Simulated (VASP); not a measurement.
K2S:

```xyz
3
Lattice="0.0000 3.6035 3.6035 3.6035 0.0000 3.6035 3.6035 3.6035 0.0000" Properties=species:S:1:pos:R:3 pbc="T T T"
K     1.8017    1.8017    1.8017
K     5.4052    5.4052    5.4052
S     0.0000    0.0000    0.0000
```

This cell differs from its parent crystal: strain -2.7%.

Base run:

- Program: VASP 6.6.1
- Functional: PBE
- Potentials or basis: VASP PAW PBE potentials, release 64 (K_sv, S)
- Cutoff: 500 eV
- k mesh: 6 × 6 × 6
- Occupations: fermi-dirac, width 0.02 eV
- Spin: no spin polarisation

Its results: band gap on the k mesh 2.59 eV (least direct gap 2.87 eV); pressure 2.5 GPa.

The run is repeated on the same cell with these changes: functional from PBE to r2SCAN; cutoff from 500 eV to 550 eV; occupations from fermi-dirac, width 0.02 eV to gaussian, width 0.01 eV. What comes out?

Band gap on the k mesh 2.96 eV (least direct gap 3.24 eV); pressure 2.0 GPa.

Caveats: the PAW data sets were made with another functional, which shifts forces and pressure a little (at least some runs).

A k mesh can miss the band edges.
